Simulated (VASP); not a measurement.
CsCdCl3:

```xyz
5
Lattice="5.2000 0.0000 0.0000 0.0000 5.2000 0.0000 0.0000 0.0000 5.2000" Properties=species:S:1:pos:R:3 pbc="T T T"
Cs    0.0000    0.0000    0.0000
Cd    2.6000    2.6000    2.6000
Cl    0.0000    2.6000    2.6000
Cl    2.6000    0.0000    2.6000
Cl    2.6000    2.6000    0.0000
```

```yaml
Program: VASP 6.6.1
Task: relaxation of cell and atoms
Functional: LDA
Potentials_or_basis: VASP PAW LDA potentials, release 64 (Cs_sv, Cd, Cl)
Cutoff: 600 eV
k_mesh: 6 × 6 × 6
Occupations: gaussian, width 0.02 eV
Spin: no spin polarisation
```

At the start: pressure -1.7 GPa; volume 28.12 Å³/atom.

Problem. Where does the relaxation end?

Solution. Over 3 steps the energy falls by 6.5 meV/atom and the volume is 26.92 Å³/atom (-4.3 %); space group Pm-3m (No. 221, to 0.1 Å) before and after.

Step by step:
```
step  energy change (eV)  largest force (eV/Å)  pressure (GPa)  volume (Å³)
   1              0.0000                0.0000           -1.67       140.61
   2             -0.0326                0.0000           -0.04       134.72
   3             -0.0326                0.0000            0.00       134.61
```

Final structure:
```
CELL_PARAMETERS angstrom
5.12499 0.00000 0.00000
0.00000 5.12499 0.00000
0.00000 0.00000 5.12499
ATOMIC_POSITIONS crystal
Cs 0.00000 0.00000 0.00000
Cd 0.50000 0.50000 0.50000
Cl 0.00000 0.50000 0.50000
Cl 0.50000 0.00000 0.50000
Cl 0.50000 0.50000 0.00000
```
